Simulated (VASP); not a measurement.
The system is Si3F4.

```
Si F
1.0
     0.00000    3.82511    3.82511
     3.82511    0.00000    3.82511
     3.82511    3.82511    0.00000
Si F
3 4
Direct
  0.25000 0.25000 0.25000
  0.00000 0.00000 0.00000
  0.50000 0.50000 0.50000
  0.88062 0.35813 0.88062
  0.88062 0.88062 0.88062
  0.35813 0.88062 0.88062
  0.88062 0.88062 0.35813
```

Base run:

| Property | Result |
| --- | --- |
| Program | VASP 6.6.1 |
| Functional | PBE |
| Potentials or basis | VASP PAW PBE potentials, release 64 (Si, F_h) |
| Cutoff | 910 eV |
| k mesh | 8 × 8 × 8 |
| Occupations | gaussian, width 0.1 eV |
| Spin | no spin polarisation |

Its results: band gap on the k mesh zero (band 20 reaches 3.55 eV, above the bottom of band 21 at 3.37 eV); pressure -0.3 GPa; largest force 0.074 eV/Å.

Problem. The run is repeated on the same cell with these changes: potentials or basis from VASP PAW PBE potentials, release 64 (Si, F_h) to VASP PAW PBE potentials, release 64 (Si, F); cutoff from 910 eV to 520 eV. What comes out?

Solution. Band gap on the k mesh zero (band 20 reaches 3.24 eV, above the bottom of band 21 at 3.06 eV); pressure 0.5 GPa; largest force 0.246 eV/Å.

Caveats: the cutoff is under 1.25 times the usual one of these potentials, so pressure, stress and relaxed cells hold a basis-set (Pulay) error (some runs).
